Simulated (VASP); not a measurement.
Pt:

```xyz
2
Lattice="2.7607 0.0000 0.0000 -1.3803 2.3908 0.0000 0.0000 0.0000 4.7921" Properties=species:S:1:pos:R:3 pbc="T T T"
Pt    1.3803    0.7969    3.5941
Pt    0.0000    1.5939    1.1980
```

* Program: VASP 6.6.1
* Task: relaxation of cell and atoms
* Functional: r2SCAN
* Potentials or basis: VASP PAW PBE potentials, release 64 (Pt)
* Cutoff: 600 eV
* k mesh: 14 × 14 × 7
* Occupations: methfessel-paxton, width 0.1 eV
* Spin: no spin polarisation

At the start: pressure -6.1 GPa; volume 15.81 Å³/atom.

Task: How do energy, volume and symmetry change on relaxing?

Result: Over 4 steps the energy falls by 7.4 meV/atom and the volume is 15.44 Å³/atom (-2.4 %); space group P6_3/mmc (No. 194, to 0.05 Å).

Step by step:
```csv
step,energy change (eV),largest force (eV/Å),pressure (GPa),volume (Å³)
1,0.0000,0.0000,-6.07,31.63
2,0.1025,0.0000,20.74,28.96
3,-0.0148,0.0000,-0.15,30.90
4,-0.0148,0.0000,-0.02,30.88
```

Final structure:
```
Pt
1.0
     2.73706    0.00000    0.00000
    -1.36853    2.37037    0.00000
     0.00000    0.00000    4.76028
Pt
2
Cartesian
  1.3685 0.7901 3.5702
  0.0000 1.5802 1.1901
```

Caveat: the PAW data sets were made with another functional, which shifts forces and pressure a little.
